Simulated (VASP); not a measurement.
# Ru (P6_3/mmc) in VASP: notebook

Runs on Ru. Level: PBEsol. Tasks: single point.

All numbers are computed with VASP 6.6.1; they aren't measurements. Logs are shortened: lines on timing, memory, paths and dates and some standing lists are left out, and cuts for length are marked.

### Step 1. The cell of the first run

Symmetry: P6_3/mmc, No. 194, hexagonal system. Conventional cell: a = 2.765 Å, b = 2.765 Å, c = 4.048 Å, α = 90.00°, β = 90.00°, γ = 120.00°. Within 3.4 Å of Ru (site symmetry -6m2) lie 12 Ru at 2.58 to 2.77 Å.

### Step 2. Single point, PBEsol

INCAR reads:

```
SYSTEM = Ru
PREC = Accurate ; ENCUT = 520
EDIFF = 1E-7 ; ISMEAR = 0
SIGMA = 0.15 ; LREAL = .False.
LASPH = .True. ; NELM = 80
ALGO = Normal ; ISIF = 2
LWAVE = .False. ; LCHARG = .False.
GGA = PS ; NBANDS = 21
```

KPOINTS reads:

```
regular mesh
0
Gamma
  18 18 10
  0 0 0
```

POSCAR reads:

```
Ru
1.0
    2.7650000000      0.0000000000      0.0000000000
   -1.3825000000      2.3945602415      0.0000000000
    0.0000000000      0.0000000000      4.0483000000
Ru
2
Direct
    0.3333333333      0.6666666667      0.2500000000
    0.6666666667      0.3333333333      0.7500000000
```

Potentials or basis: VASP PAW PBE potentials, release 64 (Ru_pv).

Launch:

```
$ cat potpaw_PBE.64/Ru_pv/POTCAR > POTCAR
$ mpirun -np 1 vasp_std > vasp.out
```

OUTCAR:

```text
SYSTEM = Ru
   PREC = Accurate
   ENCUT = 520
   EDIFF = 1E-7
   ISMEAR = 0
   LREAL = .False.
   LASPH = .True.
   NELM = 80
   ISIF = 2
   GGA = PS

 ion  position               nearest neighbor table
   1  0.333  0.667  0.250-   2 2.58   2 2.58   2 2.58   2 2.58   2 2.58   2 2.58
   2  0.667  0.333  0.750-   1 2.58   1 2.58   1 2.58   1 2.58   1 2.58   1 2.58

  LATTYP: Found a hexagonal cell.
 ALAT       =     2.7650000000
 C/A-ratio  =     1.4641229656

  Lattice vectors:

 A1 = (   2.7650000000,   0.0000000000,   0.0000000000)
 A2 = (  -1.3825000000,   2.3945602415,   0.0000000000)
 A3 = (   0.0000000000,   0.0000000000,   4.0483000000)

Analysis of symmetry for initial positions (statically):
=====================================================================
 Subroutine PRICEL returns:
 Original cell was already a primitive cell.

 Routine SETGRP: Setting up the symmetry group for a
 hexagonal supercell.

 Subroutine GETGRP returns: Found 24 space group operations
 (whereof 12 operations were pure point group operations)
 out of a pool of 24 trial point group operations.

The static configuration has the point symmetry D_3d.
 The point group associated with its full space group is D_6h.

Analysis of symmetry for dynamics (positions and initial velocities):
=====================================================================
 Subroutine PRICEL returns:
 Original cell was already a primitive cell.

 Routine SETGRP: Setting up the symmetry group for a
 hexagonal supercell.

 Subroutine GETGRP returns: Found 24 space group operations
 (whereof 12 operations were pure point group operations)
 out of a pool of 24 trial point group operations.

The dynamic configuration has the point symmetry D_3d.
 The point group associated with its full space group is D_6h.

 Subroutine INISYM returns: Found 24 space group operations
 (whereof 12 operations are pure point group operations),
 and found     1 'primitive' translations

----------------------------------------------------------------------------------------

                                     Primitive cell

  volume of cell :      26.8036

  direct lattice vectors                    reciprocal lattice vectors
     2.765000000  0.000000000  0.000000000     0.361663653  0.208806607  0.000000000
    -1.382500000  2.394560241  0.000000000     0.000000000  0.417613215  0.000000000
     0.000000000  0.000000000  4.048300000     0.000000000  0.000000000  0.247017267

  length of vectors
     2.765000000  2.765000000  4.048300000     0.417613215  0.417613215  0.247017267

  position of ions in fractional coordinates (direct lattice)
     0.333333333  0.666666667  0.250000000
     0.666666667  0.333333333  0.750000000

  ion indices of the primitive-cell ions
   primitive index   ion index
                 1           1
                 2           2

----------------------------------------------------------------------------------------

 KPOINTS: regular mesh

Automatic generation of k-mesh.
 Grid dimensions read from file:
 generate k-points for:   18   18   10

 Generating k-lattice:

  Cartesian coordinates                     Fractional coordinates (reciprocal lattice)
     0.020092425  0.011600367  0.000000000     0.055555556 -0.000000000  0.000000000
     0.000000000  0.023200734  0.000000000     0.000000000  0.055555556  0.000000000
     0.000000000  0.000000000  0.024701727     0.000000000  0.000000000  0.100000000

  Length of vectors
     0.023200734  0.023200734  0.024701727

  Shift w.r.t. Gamma in fractional coordinates (k-lattice)
     0.000000000  0.000000000  0.000000000

 Subroutine IBZKPT returns following result:
 ===========================================

 Found    222 irreducible k-points:

 Following reciprocal coordinates:
            Coordinates               Weight
  0.000000  0.000000  0.000000      1.000000
  0.055556 -0.000000  0.000000      6.000000
  0.111111 -0.000000  0.000000      6.000000
  0.166667  0.000000  0.000000      6.000000
  0.222222  0.000000  0.000000      6.000000
  0.277778  0.000000  0.000000      6.000000
[... 16 lines left out ...]
  0.333333  0.111111  0.000000     12.000000
  0.388889  0.111111  0.000000     12.000000
 [... further k-points ...]
   k-points           NKPTS =    222   k-points in BZ     NKDIM =    222   number of bands    NBANDS=     21
   number of dos      NEDOS =    301   number of ions     NIONS =      2
   total plane-waves  NPLWV =  17280
   dimension x,y,z NGX =    24 NGY =   24 NGZ =   30
   dimension x,y,z NGXF=    48 NGYF=   48 NGZF=   60
   ions per type =               2
   NGX,Y,Z   is equivalent  to a cutoff of  14.43, 14.43, 12.32 a.u.
   NGXF,Y,Z  is equivalent  to a cutoff of  28.86, 28.86, 24.64 a.u.
 SYSTEM =  Ru
   PREC   = accura    normal or accurate (medium, high low for compatibility)
   ISTART =      0    job   : 0-new  1-cont  2-samecut
   ICHARG =      2    charge: 1-file 2-atom 10-const
   ISPIN  =      1    spin polarized calculation?
   LNONCOLLINEAR =      F non collinear calculations
   LSORBIT =      F    spin-orbit coupling
   LASPH  =      T    aspherical Exc in radial PAW
   ENCUT  =  520.0 eV  38.22 Ry    6.18 a.u.   5.14  5.14  7.53*2*pi/ulx,y,z
   NELM   =     80;   NELMIN=  2; NELMDL= -5     # of ELM steps
   EDIFF  = 0.1E-06   stopping-criterion for ELM
   LREAL  =      F    real-space projection
   EDIFFG = 0.1E-05   stopping-criterion for IOM
   NSW    =      0    number of steps for IOM
   IBRION =     -1    ionic relax: 0-MD 1-quasi-New 2-CG
   NFREE  =      0    steps in history (QN), initial steepest desc. (CG)
   ISIF   =      2    stress and relaxation
   ISYM   =      2    0-nonsym 1-usesym 2-fastsym
   POTIM  = 0.5000    time-step for ionic-motion
   TEBEG  =    0.0;   TEEND  =   0.0 temperature during run
   PSTRESS=    0.0 pullay stress
   NELECT =      28.0000    total number of electrons
   NUPDOWN=      -1.0000    fix difference up-down
   EMIN   =  10.00;   EMAX   =-10.00  energy-range for DOS
   EFERMI =   0.00;   METHOD = LEGACY
   ISMEAR =     0;   SIGMA  =   0.15  broadening in eV -4-tet -1-fermi 0-gaus
   EFERMI_NEDOS =   21; number of points for ismear=-14 and -15
   IALGO  =     38    algorithm
   IMIX   =      4    mixing-type and parameters
     AMIX     =   0.40;   BMIX     =  1.00
     AMIX_MAG =   1.60;   BMIX_MAG =  1.00
  volume/ion in A,a.u.               =      13.40        90.44
  Fermi-wavevector in a.u.,A,eV,Ry     =   1.661102  3.139028 37.542011  2.759260
  Thomas-Fermi vector in A             =   2.748224
   LORBIT       =      0    0 simple, 1 ext, 2 COOP (PROOUT), +10 PAW based schemes
   GGA     = PS    functional components
   LHFCALC =     F    Hartree Fock is set to
   AEXX    =    0.0000 exact exchange contribution
   IVDW    =     0    specifies the selected vdW correction
   LEPSILON=     F    determine dielectric tensor
   LRPA    =     F    only Hartree local field effects (RPA)
 non-spin polarized calculation
 Gauss-broadening in eV      SIGMA  =   0.15
  energy-cutoff  :      520.00
  volume of cell :       26.80
 maximum number of plane-waves:       735
 NGX is ok and might be reduce to    24
   NGX = 11   NGY = 11   NGZ = 15

 number of electron      28.0000010 magnetization

 Free energy of the ion-electron system (eV)
  ---------------------------------------------------
  ext. energy  EPLUGINS =         0.00000000
  ---------------------------------------------------
  free energy    TOTEN  =       -20.20133380 eV

  energy without entropy =      -20.18108041  energy(sigma->0) =      -20.19120710

 E-fermi :  12.9808     XC(G=0): -14.3509

 val. band max:       12.9721821476   @ k =   0.3333   0.3333   0.3000
 cond. band min:      12.9829509973   @ k =   0.1667   0.0000   0.4000
 fundamental gap:      0.0107688497
 Fermi energy:        12.9808313311

 k-point     1 :       0.0000    0.0000    0.0000
  band No.  band energies     occupation
      1     -30.8245      2.00000
      2     -29.8322      2.00000
      3     -29.8322      2.00000
      4     -29.5703      2.00000
      5     -29.5703      2.00000
      6     -29.4368      2.00000
[... 13 lines left out ...]
     20      23.2290      0.00000
     21      24.4560      0.00000

 k-point     2 :       0.0556   -0.0000    0.0000
  band No.  band energies     occupation
      1     -30.8132      2.00000
      2     -29.8503      2.00000
      3     -29.8397      2.00000
      4     -29.5901      2.00000
      5     -29.5716      2.00000
      6     -29.4442      2.00000
[... 13 lines left out ...]
     20      23.2290      0.00000
     21      24.4469      0.00000

 k-point     3 :       0.1111   -0.0000    0.0000
  band No.  band energies     occupation
      1     -30.7797      2.00000
      2     -29.9024      2.00000
      3     -29.8608      2.00000
      4     -29.6465      2.00000
      5     -29.5758      2.00000
      6     -29.4661      2.00000
[... 13 lines left out ...]
     20      23.2290      0.00000
     21      24.4090      0.00000

 k-point     4 :       0.1667    0.0000    0.0000
  band No.  band energies     occupation
      1     -30.7259      2.00000
      2     -29.9827      2.00000
      3     -29.8922      2.00000
      4     -29.7312      2.00000
      5     -29.5832      2.00000
      6     -29.5021      2.00000
[... 13 lines left out ...]
     20      23.2289      0.00000
     21      24.3254      0.00000

 k-point     5 :       0.2222    0.0000    0.0000
  band No.  band energies     occupation
      1     -30.6547      2.00000
      2     -30.0817      2.00000
      3     -29.9293      2.00000
      4     -29.8326      2.00000
      5     -29.5934      2.00000
      6     -29.5514      2.00000
[... 13 lines left out ...]
     20      23.2288      0.00000
     21      24.1953      0.00000
[... 382 lines left out ...]
     20      23.2283      0.00000
     21      24.0729      0.00000

 k-point    22 :       0.2778    0.1111    0.0000
  band No.  band energies     occupation
      1     -30.4529      2.00000
      2     -30.2761      2.00000
      3     -30.1150      2.00000
      4     -29.9565      2.00000
      5     -29.7020      2.00000
      6     -29.6595      2.00000
[... 13 lines left out ...]
     20      23.4575      0.00000
     21      23.6697      0.00000

 k-point    23 :       0.3333    0.1111    0.0000
  band No.  band energies     occupation
      1     -30.3642      2.00000
      2     -30.3557      2.00000
      3     -30.1432      2.00000
      4     -30.0197      2.00000
      5     -29.7738      2.00000
      6     -29.6735      2.00000
[... 13 lines left out ...]
     20      23.2279      0.00000
     21      24.2795      0.00000

 k-point    24 :       0.3889    0.1111    0.0000
  band No.  band energies     occupation
      1     -30.4077      2.00000
      2     -30.2915      2.00000
      3     -30.1564      2.00000
      4     -30.0655      2.00000
      5     -29.8355      2.00000
      6     -29.6825      2.00000
[... 13 lines left out ...]
     20      23.2263      0.00000
     21      24.2449      0.00000

 [... further k-points ...]
[... 5 lines left out ...]
  --------------------------------------------------------------------------------------
  -------------------------------------------------------------------------------------
  Total       -1.7133258     -1.7133258      3.9990792      0.0000000     -0.0000000     -0.0000000
  in kB     -102.4134405   -102.4134405    239.0435311      0.0000000     -0.0000000     -0.0000000
  external PRESSURE =      11.4055500 kB  Pullay stress =       0.0000000 kB

 VOLUME and BASIS-vectors are now :
 -----------------------------------------------------------------------------
  energy-cutoff  :      520.00
  volume of cell :       26.80
      direct lattice vectors                 reciprocal lattice vectors
     2.765000000  0.000000000  0.000000000     0.361663653  0.208806607  0.000000000
    -1.382500000  2.394560241  0.000000000     0.000000000  0.417613215  0.000000000
     0.000000000  0.000000000  4.048300000     0.000000000  0.000000000  0.247017267

 POSITION                                       TOTAL-FORCE (eV/Angst)
 -----------------------------------------------------------------------------------
     -0.00000      1.59637      1.01208        -0.000000      0.000000      0.000000
      1.38250      0.79819      3.03622         0.000000     -0.000000      0.000000
 -----------------------------------------------------------------------------------
    total drift:                               -0.000000      0.000000     -0.000000

  FREE ENERGIE OF THE ION-ELECTRON SYSTEM (eV)
  ---------------------------------------------------
  free  energy   TOTEN  =       -20.2013337965 eV

  energy  without entropy=      -20.1810804121  energy(sigma->0) =      -20.19120710
```

Run time: 40 s. Hardware: 1 thread of Intel Xeon 6975P-C (Granite Rapids), shared host; peak memory 0.21 GiB.

What came out:

* Free energy: -20.2013 eV
* Pressure: 1.1 GPa
* Band gap on the k mesh: zero (band 14 reaches 14.28 eV, above the bottom of band 15 at 11.21 eV)

Levels at points of the mesh, in eV from the Fermi level:
```
           k point  band 12  band 13  band 14  band 15  band 16  band 17
(0.00, 0.00, 0.00)    -2.05    -1.90    -1.90    -1.77     1.18     1.18
(0.50, 0.00, 0.00)    -1.68    -1.14     0.94     1.57     2.29     3.86
(0.00, 0.00, 0.50)    -3.19    -2.37    -2.37     0.65     0.65     0.65
(0.50, 0.00, 0.50)    -1.42     0.34     0.34     1.36     1.36     3.27
```

Caveat: the PAW data sets were made with another functional, which shifts forces and pressure a little.

### Step 3. Single point, PBEsol

This run uses another cell than the first one, of 13.43 Å³/atom, 1.002 times its volume.

INCAR reads:

```
SYSTEM = Ru
  PREC = Accurate
  ENCUT = 520
  EDIFF = 1E-6
  ISMEAR = 0
  SIGMA = 0.15
  LREAL = .FALSE.
  LASPH = .TRUE.
  NELM = 80
  ALGO = Fast
  ISIF = 2
  LWAVE = .FALSE.
  LCHARG = .FALSE.
  GGA = PS
  NBANDS = 21
```

KPOINTS reads:

```
Automatic mesh
0
G
  18 18 10
  0 0 0
```

POSCAR reads:

```
Ru
1.0
    2.8403000000      0.0000000000      0.0000000000
   -1.4201500000      2.4597719544      0.0000000000
    0.0000000000      0.0000000000      3.8442000000
Ru
2
Direct
    0.3333333333      0.6666666667      0.2500000000
    0.6666666667      0.3333333333      0.7500000000
```

Potentials or basis: VASP PAW PBE potentials, release 64 (Ru_pv).

Launch:

```
$ cat potpaw_PBE.64/Ru_pv/POTCAR > POTCAR
$ mpirun -np 1 vasp_std > vasp.out
```

It took 38 s on 1 thread of Intel Xeon 6975P-C (Granite Rapids), shared host; peak memory 0.21 GiB.

It converged, with:

- Free energy: -19.7830 eV
- Pressure: 7.6 GPa
- Band gap on the k mesh: zero (band 14 reaches 14.40 eV, above the bottom of band 15 at 11.59 eV)

Stress tensor (GPa, compression positive):
```
-11.86   0.00   0.00
  0.00 -11.86   0.00
  0.00   0.00  46.63
```

Levels at points of the mesh, in eV from the Fermi level:
```csv
k point,band 11,band 12,band 13,band 14,band 15,band 16,band 17,band 18
"(0.00, 0.00, 0.00)",-2.65,-2.65,-1.85,-1.85,-1.08,1.16,1.16,3.22
"(0.50, 0.00, 0.00)",-2.44,-1.25,-0.69,0.40,1.30,2.58,3.48,5.42
"(0.00, 0.00, 0.50)",-3.63,-3.63,-1.92,-1.92,0.86,0.86,0.86,0.86
"(0.50, 0.00, 0.50)",-1.77,-1.77,0.22,0.22,1.04,1.04,3.05,3.05
```

Caveat: the PAW data sets were made with another functional, which shifts forces and pressure a little.
